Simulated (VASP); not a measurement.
A run of VASP 6.6.1 is set up as follows.

INCAR

```
SYSTEM = LiSe2
ALGO     = Normal         ! electronic algorithm
EDIFF    = 1E-6           ! SCF threshold, eV
ENCUT    = 520            ! plane-wave cutoff, eV
GGA      = PE             ! functional
ISIF     = 2              ! what is computed and relaxed
ISMEAR   = 0              ! smearing method
LASPH    = .TRUE.         ! aspherical terms in the spheres
LCHARG   = .TRUE.         ! write CHGCAR
LELF     = .TRUE.         ! ELF
LREAL    = .FALSE.        ! projectors in reciprocal space
LVHAR    = .TRUE.       
LWAVE    = .FALSE.        ! write WAVECAR
NBANDS   = 14             ! bands
NELM     = 80             ! most SCF steps
PREC     = Accurate       ! precision mode
SIGMA    = 0.1            ! smearing width, eV
```

KPOINTS

```
k-points
0
G
  12 12 12
  0 0 0
```

The input POSCAR:

```
LiSe2
1.0
    2.0479148656      1.1823641989      4.8066814066
   -2.0479148656      1.1823641989      4.8066814066
    0.0000000000     -2.3647283979      4.8066814066
Li Se
1 2
Direct
    0.9992774013      0.9992774013      0.9992774013
    0.2515688574      0.2515688574      0.2515688574
    0.4158537413      0.4158537413      0.4158537413
```

Potentials or basis: VASP PAW PBE potentials, release 64 (Li_sv, Se).

Command:

```console
$ cat potpaw_PBE.64/Li_sv/POTCAR potpaw_PBE.64/Se/POTCAR > POTCAR
$ mpirun -np 1 vasp_std > vasp.out
```

(1) What does it give for the largest force?

(2) Estimate the band gap on the k mesh.

Results:

(1) 0.029 eV/Å.

(2) zero (an odd number of electrons rules out a gap without spin polarisation).
